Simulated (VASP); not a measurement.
Input of a VASP 6.6.1 run:

File INCAR:

```
PREC = Accurate
ENCUT = 500
EDIFF = 1E-6
ISMEAR = 0
SIGMA = 0.1
LREAL = False
LASPH = True
NELM = 120
ALGO = Normal
ISIF = 2
LWAVE = False
LCHARG = True
GGA = PE
LELF = True
LVHAR = True
NBANDS = 8
GGA_COMPAT = False
```

The input KPOINTS:

```
Automatic mesh
0
Gamma
  18 18 18
```

POSCAR

```
Al
1.0
    0.0000000000      2.0204029286      2.0204029286
    2.0204029286      0.0000000000      2.0204029286
    2.0204029286      2.0204029286      0.0000000000
Al
1
Direct
    0.0000000000      0.0000000000      0.0000000000
```

Potentials or basis: VASP PAW PBE potentials, release 64 (Al).

Run with:

```sh
$ cat potpaw_PBE.64/Al/POTCAR > POTCAR
$ mpirun -np 1 vasp_std > vasp.out
```

What does it give for the pressure?

0.0 GPa.
